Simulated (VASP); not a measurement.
Write the native input for VASP 6.6.1 that does the following.

| Property | Result |
| --- | --- |
| Task | single point |
| Functional | PBE |
| Potentials or basis | VASP PAW PBE potentials, release 64 (O, Ti_sv) |
| Cutoff | 520 eV |
| k mesh | 8 × 5 × 1 |
| Occupations | gaussian, width 0.05 eV |
| Spin | no spin polarisation |
| Dipole correction | yes |
| Further INCAR settings | LREAL = Auto; ALGO = Normal; EDIFF = 1e-06; NBANDS = 87; ISYM = 0 |

The structure of TiO2 lies in POSCAR:

```
TiO2
1.0
    3.7992165375      0.0000000000      0.0000000000
   -1.8996082687      5.2073535841      0.0000000000
    0.0000000000      0.0000000000     26.4200770633
O Ti
12 6
Direct
    0.3120898478      0.6241796955      0.3217250268
    0.5953584056      0.1907168113      0.3551977411
    0.9540586156      0.9081172312      0.3770205439
    0.2373271735      0.4746543470      0.4104932583
    0.4451640794      0.8903281588      0.4556158842
    0.7284326373      0.4568652746      0.4890885986
    0.0868205644      0.1736409240      0.5101492435
    0.3744158111      0.7488298053      0.5452996314
    0.5895979214      0.1791957367      0.5880620309
    0.8701901227      0.7403773152      0.6249550239
    0.2303466232      0.4606899155      0.6536715525
    0.5231669248      0.0463294306      0.6778583775
    0.1330742316      0.2661484633      0.3493727853
    0.4163427896      0.8326855791      0.3828454997
    0.2661484633      0.5322969266      0.4832636428
    0.5441964433      0.0883915501      0.5151475800
    0.4077610780      0.8155182042      0.6238678941
    0.6784204932      0.3568386070      0.6456749801
```

These files were run (other wordings do the same):

INCAR

```
SYSTEM = TiO2
  ALGO = Normal
  DIPOL = 0.5 0.5 0.501
  EDIFF = 1E-6
  ENCUT = 520
  GGA = PE
  IDIPOL = 3
  ISIF = 2
  ISMEAR = 0
  ISYM = 0
  LASPH = .TRUE.
  LCHARG = .FALSE.
  LDIPOL = .TRUE.
  LREAL = Auto
  LWAVE = .FALSE.
  NBANDS = 87
  NELM = 100
  PREC = Accurate
  SIGMA = 0.05
```

KPOINTS

```
k-points
0
G
  8 5 1
  0 0 0
```

Potentials or basis: VASP PAW PBE potentials, release 64 (O, Ti_sv).

Run with:

```bash
$ cat potpaw_PBE.64/O/POTCAR potpaw_PBE.64/Ti_sv/POTCAR > POTCAR
$ mpirun -np 1 vasp_std > vasp.out
```

It gave:

```
Largest force          : 4.132 eV/Å
Band gap on the k mesh : 1.97 eV (least direct gap 2.27 eV)
```

Wall time 24 min on 1 thread of Intel(R) Xeon(R) 6975P-C (Granite Rapids), with other jobs on the host, peak memory 0.86 GiB.
